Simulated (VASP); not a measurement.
Set up this calculation in VASP 6.6.1, as the native input.

- Task: single point
- Functional: PBE
- Potentials or basis: VASP PAW PBE potentials, release 64 (Ca_sv, B)
- Cutoff: 500 eV
- k mesh: 6 × 6 × 6
- Occupations: gaussian, width 0.1 eV
- Spin: no spin polarisation
- Dipole correction: no
- Further INCAR settings: ALGO = Normal; EDIFF = 1e-06; NBANDS = 14

The structure of CaB lies in POSCAR:

```
CaB
1.0
    3.2656137934      0.0000000000      0.0000000000
    0.0000000000      3.2656137934      0.0000000000
    0.0000000000      0.0000000000      3.2656137934
Ca B
1 1
Direct
    0.0000000000      0.0000000000      0.0000000000
    0.5000000000      0.5000000000      0.5000000000
```

The input as run:

INCAR

```
PREC = Accurate
ENCUT = 500
EDIFF = 1E-6
ISMEAR = 0
SIGMA = 0.1
LREAL = F
LASPH = T
NELM = 120
ALGO = Normal
ISIF = 2
LWAVE = F
LCHARG = F
GGA = PE
NBANDS = 14
GGA_COMPAT = F
```

KPOINTS

```
regular mesh
0
Gamma
  6 6 6
```

Potentials or basis: VASP PAW PBE potentials, release 64 (Ca_sv, B).

Launch:

```bash
$ cat potpaw_PBE.64/Ca_sv/POTCAR potpaw_PBE.64/B/POTCAR > POTCAR
$ mpirun -np 1 vasp_std > vasp.out
```

It gave:

```yaml
Pressure: 0.3 GPa
```

Run time: 4.7 s on 1 thread of Intel(R) Xeon(R) Platinum 8559C (Emerald Rapids), with other jobs on the host, peak memory 0.14 GiB.
